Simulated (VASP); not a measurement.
# Pt2Au in VASP: single point with PBE

Aim: the single point of Pt2Au with PBE.

All numbers are computed with VASP 6.6.1; they aren't measurements. Logs are shortened: lines on timing, memory, paths and dates and some standing lists are left out, and cuts for length are marked.

## 1. The cell of the first run

The cell holds a slab with vacuum, 3 atoms: a = 2.808 Å, b = 2.808 Å, c = 20.585 Å, α = 90.00°, β = 90.00°, γ = 120.00°.

## 2. Single point, PBE

The input, INCAR:

```
ALGO = Normal
DIPOL = 0.5 0.5 0.500
EDIFF = 1E-7
ENCUT = 520
GGA = PE
IDIPOL = 3
ISIF = 2
ISMEAR = -1
LASPH = True
LCHARG = False
LDIPOL = True
LREAL = False
LWAVE = False
NBANDS = 22
NELM = 100
PREC = Accurate
SIGMA = 0.08
```

The input, KPOINTS:

```
k-points
0
Gamma
  13 13 1
```

The input, POSCAR:

```
Pt2Au
1.0
    2.8080030018      0.0000000000      0.0000000000
   -1.4040015009      2.4318019335      0.0000000000
    0.0000000000      0.0000000000     20.5854000000
Au Pt
1 2
Direct
    0.1666666667      0.3333333333      0.3877767870
    0.5000000000      1.0000000000      0.5000000007
    0.8333333333      0.6666666667      0.6122232120
```

Potentials or basis: VASP PAW PBE potentials, release 64 (Au, Pt).

Command:

```sh
> cat potpaw_PBE.64/Au/POTCAR potpaw_PBE.64/Pt/POTCAR > POTCAR
> mpirun -np 1 vasp_std > vasp.out
```

OUTCAR:

```text
EDIFF = 1E-7
   ENCUT = 520
   GGA = PE
   ISIF = 2
   ISMEAR = -1
   LASPH = True
   LREAL = False
   NELM = 100
   PREC = Accurate

 ion  position               nearest neighbor table
   1  0.167  0.333  0.388-   2 2.82   2 2.82   2 2.82
   2  0.500  0.000  0.500-   3 2.82   3 2.82   3 2.82   1 2.82   1 2.82   1 2.82
   3  0.833  0.667  0.612-   2 2.82   2 2.82   2 2.82

  LATTYP: Found a hexagonal cell.
 ALAT       =     2.8080030018
 C/A-ratio  =     7.3309750690

  Lattice vectors:

 A1 = (   2.8080030018,   0.0000000000,   0.0000000000)
 A2 = (  -1.4040015009,   2.4318019335,   0.0000000000)
 A3 = (   0.0000000000,   0.0000000000,  20.5854000000)

Analysis of symmetry for initial positions (statically):
=====================================================================
 Subroutine PRICEL returns:
 Original cell was already a primitive cell.

 Routine SETGRP: Setting up the symmetry group for a
 hexagonal supercell.

 Subroutine GETGRP returns: Found  6 space group operations
 (whereof  2 operations were pure point group operations)
 out of a pool of 24 trial point group operations.

The static configuration has the point symmetry C_1h.
 The point group associated with its full space group is C_3v.

Analysis of symmetry for dynamics (positions and initial velocities):
=====================================================================
 Subroutine PRICEL returns:
 Original cell was already a primitive cell.

 Routine SETGRP: Setting up the symmetry group for a
 hexagonal supercell.

 Subroutine GETGRP returns: Found  6 space group operations
 (whereof  2 operations were pure point group operations)
 out of a pool of 24 trial point group operations.

The dynamic configuration has the point symmetry C_1h.
 The point group associated with its full space group is C_3v.

 Subroutine INISYM returns: Found  6 space group operations
 (whereof  2 operations are pure point group operations),
 and found     1 'primitive' translations

----------------------------------------------------------------------------------------

                                     Primitive cell

  volume of cell :     140.5676

  direct lattice vectors                    reciprocal lattice vectors
     2.808003002  0.000000000  0.000000000     0.356124975  0.205608850  0.000000000
    -1.404001501  2.431801934  0.000000000     0.000000000  0.411217701  0.000000000
     0.000000000  0.000000000 20.585400000     0.000000000  0.000000000  0.048578118

  length of vectors
     2.808003002  2.808003002 20.585400000     0.411217701  0.411217701  0.048578118

  position of ions in fractional coordinates (direct lattice)
     0.166666667  0.333333333  0.387776787
     0.500000000  0.000000000  0.500000001
     0.833333333  0.666666667  0.612223212

  ion indices of the primitive-cell ions
   primitive index   ion index
                 1           1
                 2           2
                 3           3

----------------------------------------------------------------------------------------

 KPOINTS: k-points

Automatic generation of k-mesh.
 Grid dimensions read from file:
 generate k-points for:   13   13    1

 Generating k-lattice:

  Cartesian coordinates                     Fractional coordinates (reciprocal lattice)
     0.027394229  0.015816065  0.000000000     0.076923077 -0.000000000  0.000000000
     0.000000000  0.031632131  0.000000000     0.000000000  0.076923077  0.000000000
     0.000000000  0.000000000  0.048578118     0.000000000  0.000000000  1.000000000

  Length of vectors
     0.031632131  0.031632131  0.048578118

  Shift w.r.t. Gamma in fractional coordinates (k-lattice)
     0.000000000  0.000000000  0.000000000

 Subroutine IBZKPT returns following result:
 ===========================================

 Found     21 irreducible k-points:

 Following reciprocal coordinates:
            Coordinates               Weight
  0.000000  0.000000  0.000000      1.000000
  0.076923 -0.000000  0.000000      6.000000
  0.153846 -0.000000  0.000000      6.000000
  0.230769  0.000000  0.000000      6.000000
  0.307692 -0.000000  0.000000      6.000000
  0.384615 -0.000000  0.000000      6.000000
[... 13 lines left out ...]
  0.384615  0.230769  0.000000      6.000000
  0.307692  0.307692  0.000000      6.000000
   k-points           NKPTS =     21   k-points in BZ     NKDIM =     21   number of bands    NBANDS=     22
   number of dos      NEDOS =    301   number of ions     NIONS =      3
   total plane-waves  NPLWV =  92160
   dimension x,y,z NGX =    24 NGY =   24 NGZ =  160
   dimension x,y,z NGXF=    48 NGYF=   48 NGZF=  320
   ions per type =               1   2
   NGX,Y,Z   is equivalent  to a cutoff of  14.21, 14.21, 12.92 a.u.
   NGXF,Y,Z  is equivalent  to a cutoff of  28.42, 28.42, 25.84 a.u.
 SYSTEM =  unknown system
   PREC   = accura    normal or accurate (medium, high low for compatibility)
   ISTART =      0    job   : 0-new  1-cont  2-samecut
   ICHARG =      2    charge: 1-file 2-atom 10-const
   ISPIN  =      1    spin polarized calculation?
   LNONCOLLINEAR =      F non collinear calculations
   LSORBIT =      F    spin-orbit coupling
   LASPH  =      T    aspherical Exc in radial PAW
   ENCUT  =  520.0 eV  38.22 Ry    6.18 a.u.   5.22  5.22 38.28*2*pi/ulx,y,z
   NELM   =    100;   NELMIN=  2; NELMDL= -5     # of ELM steps
   EDIFF  = 0.1E-06   stopping-criterion for ELM
   LREAL  =      F    real-space projection
   EDIFFG = 0.1E-05   stopping-criterion for IOM
   NSW    =      0    number of steps for IOM
   IBRION =     -1    ionic relax: 0-MD 1-quasi-New 2-CG
   NFREE  =      0    steps in history (QN), initial steepest desc. (CG)
   ISIF   =      2    stress and relaxation
   ISYM   =      2    0-nonsym 1-usesym 2-fastsym
   POTIM  = 0.5000    time-step for ionic-motion
   TEBEG  =    0.0;   TEEND  =   0.0 temperature during run
   PSTRESS=    0.0 pullay stress
   NELECT =      31.0000    total number of electrons
   NUPDOWN=      -1.0000    fix difference up-down
   EMIN   =  10.00;   EMAX   =-10.00  energy-range for DOS
   EFERMI =   0.00;   METHOD = LEGACY
   ISMEAR =    -1;   SIGMA  =   0.08  broadening in eV -4-tet -1-fermi 0-gaus
   EFERMI_NEDOS =   21; number of points for ismear=-14 and -15
   IALGO  =     38    algorithm
   IMIX   =      4    mixing-type and parameters
     AMIX     =   0.40;   BMIX     =  1.00
     AMIX_MAG =   1.60;   BMIX_MAG =  1.00
  volume/ion in A,a.u.               =      46.86       316.20
  Fermi-wavevector in a.u.,A,eV,Ry     =   0.989085  1.869100 13.310437  0.978290
  Thomas-Fermi vector in A             =   2.120659
   LORBIT       =      0    0 simple, 1 ext, 2 COOP (PROOUT), +10 PAW based schemes
   GGA     = PE    functional components
   LHFCALC =     F    Hartree Fock is set to
   AEXX    =    0.0000 exact exchange contribution
   IVDW    =     0    specifies the selected vdW correction
   LEPSILON=     F    determine dielectric tensor
   LRPA    =     F    only Hartree local field effects (RPA)
 non-spin polarized calculation
  energy-cutoff  :      520.00
  volume of cell :      140.57
 maximum number of plane-waves:      3813
 NGX is ok and might be reduce to    24
   NGX = 11   NGY = 11   NGZ = 77

 dipolmoment           0.000000      0.000000     -0.211125 electrons x Angstroem

 number of electron      30.9999997 magnetization

 dipolmoment           0.000000      0.000000      0.017187 electrons x Angstroem

 Free energy of the ion-electron system (eV)
  ---------------------------------------------------
  ext. energy  EPLUGINS =         0.00000000
  ---------------------------------------------------
  free energy    TOTEN  =       -14.37345792 eV

  energy without entropy =      -14.27534978  energy(sigma->0) =      -14.32440385

 E-fermi :  -0.2164     XC(G=0):  -5.2962

 val. band max:       -0.2165729443   @ k =   0.3077   0.1538   0.0000
 cond. band min:      -0.1907031846   @ k =   0.2308   0.2308   0.0000
 fundamental gap:      0.0258697596
 Fermi energy:        -0.2164203764

 k-point     1 :       0.0000    0.0000    0.0000
  band No.  band energies     occupation
      1      -9.1571      2.00000
      2      -7.6969      2.00000
      3      -6.9101      2.00000
      4      -4.3641      2.00000
      5      -4.3641      2.00000
      6      -4.2274      2.00000
[... 14 lines left out ...]
     21       5.4721      0.00000
     22       5.9810      0.00000

 k-point     2 :       0.0769   -0.0000    0.0000
  band No.  band energies     occupation
      1      -8.9581      2.00000
      2      -7.4959      2.00000
      3      -6.7195      2.00000
      4      -4.4656      2.00000
      5      -4.2509      2.00000
      6      -4.2340      2.00000
[... 14 lines left out ...]
     21       5.6320      0.00000
     22       6.1088      0.00000

 k-point     3 :       0.1538   -0.0000    0.0000
  band No.  band energies     occupation
      1      -8.3978      2.00000
      2      -6.9518      2.00000
      3      -6.2161      2.00000
      4      -4.6864      2.00000
      5      -4.4105      2.00000
      6      -4.0029      2.00000
[... 14 lines left out ...]
     21       6.1093      0.00000
     22       6.4943      0.00000
[... 401 lines left out ...]
 k-point    20 :       0.3846    0.2308    0.0000
  band No.  band energies     occupation
      1      -5.7244      2.00000
      2      -5.6707      2.00000
      3      -5.2487      2.00000
      4      -4.7542      2.00000
      5      -4.5893      2.00000
      6      -4.1363      2.00000
[... 14 lines left out ...]
     21       7.0849      0.00000
     22       8.3788      0.00000

 k-point    21 :       0.3077    0.3077    0.0000
  band No.  band energies     occupation
      1      -5.5351      2.00000
      2      -5.4143      2.00000
      3      -5.0187      2.00000
      4      -4.6030      2.00000
      5      -4.4927      2.00000
      6      -4.1611      2.00000
[... 14 lines left out ...]
     21       7.3921      0.00000
     22       7.8400      0.00000

------------------------ aborting loop because EDIFF is reached ----------------------------------------

 vacuum level on the upper side and lower side of the slab       (xc-potential included)         0.119        -0.327

  FORCE on cell =-STRESS in cart. coord.  units (eV):
  Direction    XX          YY          ZZ          XY          YZ          ZX
  --------------------------------------------------------------------------------------
  -------------------------------------------------------------------------------------
  Total       -1.8186329     -1.8186329      1.8309372     -0.0000000      0.0000000      0.0000000
  in kB      -20.7286274    -20.7286274     20.8688706     -0.0000000      0.0000000      0.0000000
  external PRESSURE =      -6.8627947 kB  Pullay stress =       0.0000000 kB

 VOLUME and BASIS-vectors are now :
 -----------------------------------------------------------------------------
  energy-cutoff  :      520.00
  volume of cell :      140.57
      direct lattice vectors                 reciprocal lattice vectors
     2.808003002  0.000000000  0.000000000     0.356124975  0.205608850  0.000000000
    -1.404001501  2.431801934  0.000000000     0.000000000  0.411217701  0.000000000
     0.000000000  0.000000000 20.585400000     0.000000000  0.000000000  0.048578118

 POSITION                                       TOTAL-FORCE (eV/Angst)
 -----------------------------------------------------------------------------------
      0.00000      0.81060      7.98254         0.000000     -0.000000     -0.680606
      1.40400      0.00000     10.29270         0.000000     -0.000000      0.551683
      1.40400      1.62120     12.60286        -0.000000      0.000000      0.128923
 -----------------------------------------------------------------------------------
    total drift:                                0.000000     -0.000000      0.000170

  FREE ENERGIE OF THE ION-ELECTRON SYSTEM (eV)
  ---------------------------------------------------
  free  energy   TOTEN  =       -14.3734579235 eV

  energy  without entropy=      -14.2753497839  energy(sigma->0) =      -14.32440385

 vacuum level on the upper side and lower side of the slab         5.484         5.023
```

Run time: 66 s. Hardware: 1 thread of Intel Xeon 6975P-C (Granite Rapids), shared host; peak memory 0.3 GiB.

What came out:

* Free energy: -14.3735 eV
* Largest force: 0.681 eV/Å
* Band gap on the k mesh: zero (an odd number of electrons rules out a gap without spin polarisation)

Forces on the atoms (eV/Å):
```
Au   0.000  0.000 -0.681
Pt   0.000  0.000  0.552
Pt   0.000  0.000  0.129
```

Caveat: spin-orbit coupling is left out, which moves the levels of the heavy elements.
